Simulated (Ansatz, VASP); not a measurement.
## BaTiO3: VASP beside Ansatz

INCAR

```
SYSTEM = BaTiO3
ALGO = Normal
EDIFF = 1E-6
ENCUT = 520
ISIF = 2
ISMEAR = -1
LASPH = .True.
LCHARG = .True.
LELF = .True.
LREAL = .False.
LVHAR = .True.
LWAVE = .False.
NBANDS = 28
NELM = 80
PREC = Accurate
SIGMA = 0.05
```

The input KPOINTS:

```
k-points
0
Gamma
  9 9 9
  0 0 0
```

Contents of POSCAR:

```
BaTiO3
1.0
    2.7894517409      1.6104907135      2.2864070707
   -2.7894517409      1.6104907135      2.2864070707
    0.0000000000     -3.2209814270      2.2864070707
Ba Ti O
1 1 3
Direct
    0.0000000000      0.0000000000      0.0000000000
    0.5140000000      0.5140000000      0.5140000000
    0.4916000000      0.4916000000      0.9815000000
    0.4916000000      0.9815000000      0.4916000000
    0.9815000000      0.4916000000      0.4916000000
```

Input for Ansatz:

```yaml
crystal:
  lattice:
    - [2.7894517409, 1.6104907135, 2.2864070707]
    - [-2.7894517409, 1.6104907135, 2.2864070707]
    - [0.0, -3.220981427, 2.2864070707]
  atoms:
    - { symbol: Ba, position: [0.0, 0.0, 0.0] }
    - { symbol: Ti, position: [0.514, 0.514, 0.514] }
    - { symbol: O, position: [0.4916, 0.4916, 0.9815] }
    - { symbol: O, position: [0.4916, 0.9815, 0.4916] }
    - { symbol: O, position: [0.9815, 0.4916, 0.4916] }
kpoints:
  mp_grid: { grid: [9, 9, 9] }
  band_path:
    path:
      - [0.0, 0.0, 0.0]
      - [0.5, 0.5, 0.5]
      - [0.5025694503, 0.4974305497, 0.5]
      - [0.5, -0.4974305497, 0.4974305497]
      - [0.5, 0.0, 0.0]
      - [0.0, 0.0, 0.0]
      - [0.4987152749, -0.4987152749, 0.0]
      - [0.5012847251, 0.0, 0.4987152749]
      - [0.5, 0.0, 0.5]
    npoints: 5
scf:
  occupations: { method: fermi_dirac, width: 0.05 }
hamiltonian:
  xc: lda
  pseudopotentials: { kind: all_electron, lapw: { basis_error: 0.001 } }
output:
  forces: true
  stress: true
  eigenvalues: true
```

Change from the starting cell: volume scaled by 0.96.

Alike in both runs: task single point; functional LDA; k mesh 9 × 9 × 9; occupations fermi-dirac, width 0.05 eV; no spin polarisation.

|  | VASP | Ansatz |
| --- | --- | --- |
| version | VASP 6.6.1 | Ansatz 0.2.0 |
| potentials or method | VASP PAW LDA potentials, release 64 (Ba_sv, Ti_sv, O), cutoff 520 eV | all-electron LAPW, scalar-relativistic |

```tsv
	VASP	Ansatz	Ansatz less VASP
gap on the k mesh at the Fermi level (eV)	2.40	2.46	+0.059
pressure (GPa)	3.7	1.3	-2.42
traceless stress, the component that is largest in VASP (GPa)	-0.48	-0.41	+0.073
rms of the force components (eV/Å)	0.221	0.183	-0.0377
```

LDA's correlation is that of Perdew and Zunger in VASP and of Perdew and Wang (1992) in Ansatz. Atom by atom the forces differ by 0.042 eV/Å (rms over components). Ansatz ran all-electron here, and VASP with PAW potentials.

Spin-orbit coupling is off throughout.
